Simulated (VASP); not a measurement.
Set up this calculation in VASP 6.6.1, as the native input.

| Property | Result |
| --- | --- |
| Task | single point |
| Functional | LDA |
| Potentials or basis | VASP PAW LDA potentials, release 64 (Hg, Te) |
| Cutoff | 520 eV |
| k mesh | 6 × 6 × 6 |
| Occupations | fermi-dirac, width 0.1 eV |
| Spin | non-collinear spin, zero start, spin-orbit coupling |
| Starting moments | [[0.0, 0.0, 0.0], [0.0, 0.0, 0.0]] μB |
| Dipole correction | no |
| Further INCAR settings | ALGO = Normal; EDIFF = 1e-06; NBANDS = 30 |

The structure of HgTe (Coloradoite) lies in POSCAR:

```
HgTe
1.0
    0.0000000000      3.2145000000      3.2145000000
    3.2145000000      0.0000000000      3.2145000000
    3.2145000000      3.2145000000      0.0000000000
Hg Te
1 1
Direct
    0.0000000000      0.0000000000      0.0000000000
    0.7500000000      0.7500000000      0.7500000000
```

These files were run (other wordings do the same):

INCAR

```
  ALGO = Normal
  EDIFF = 1E-6
  ENCUT = 520
  GGA_COMPAT = F
  ISIF = 2
  ISMEAR = -1
  LASPH = T
  LCHARG = F
  LORBIT = 11
  LORBMOM = T
  LREAL = F
  LSORBIT = T
  LWAVE = F
  MAGMOM = 0 0 0 0 0 0
  NBANDS = 30
  NELM = 150
  PREC = Accurate
  SIGMA = 0.1
```

KPOINTS

```
k-points
0
Gamma
  6 6 6
```

Potentials or basis: VASP PAW LDA potentials, release 64 (Hg, Te).

Run with:

```bash
$ cat potpaw_LDA.64/Hg/POTCAR potpaw_LDA.64/Te/POTCAR > POTCAR
$ mpirun -np 1 vasp_ncl > vasp.out
```

It gave:

```
Pressure                                              : 0.2 GPa
Net moment                                            : 0.00 μB per cell
Valence electrons inside the program's atomic spheres : Hg 10.56; Te 3.39
```

Wall time 80 s on 1 thread of Intel(R) Xeon(R) Platinum 8259CL CPU @ 2.50GHz (Skylake/Cascade Lake) (shared host), peak memory 0.32 GiB.
